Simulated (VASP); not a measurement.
Runs of VASP 6.6.1 on Se. The structure is that of space group Im-3m (No. 229), or close to it. The cells are those of the table. This isn't the form of Se at room conditions, which is trigonal, of chains.

```tsv
level	potentials or basis	spin	fixed moment (μB)	cell	k mesh	smearing	gap on the mesh (eV)	pressure (GPa)
PBE	VASP PAW PBE potentials, release 64 (Se)	off	-	a = 2.950 Å, angles 109.5°, 1 atom	8 × 8 × 8, shifted	gaussian 0.1 eV	none	(a)
PBE	VASP PAW PBE potentials, release 64 (Se)	off	-	a = 2.948, b = 2.980, c = 2.954 Å, angles 109.4, 108.8, 110.3°, 1 atom	10 × 10 × 10	gaussian 0.1 eV	none	1.3
LDA	VASP PAW LDA potentials, release 64 (Se)	off	-	a = 2.950 Å, angles 109.5°, 1 atom	11 × 8 × 11	gaussian 0.1 eV	none	-3.8
PBE	VASP PAW PBE potentials, release 64 (Se)	collinear	4.0	a = 2.950 Å, angles 109.5°, 1 atom	10 × 10 × 10	fermi-dirac 0.026 eV	-	71.4
```

Alike in all rows: task single point; cutoff (eV) 520.

Estimate the missing entries.

(a) 2.3.

Caveats: the cell stands under tension (at least some runs); the cell stands under pressure (at least some runs); the total moment is fixed, so each spin has its own Fermi level and the state may be an excited one (at least some runs).

A k mesh can miss the band edges, and the runs leave out spin-orbit coupling on Se.

A gap of «none» marks levels without a gap at the run's occupations.
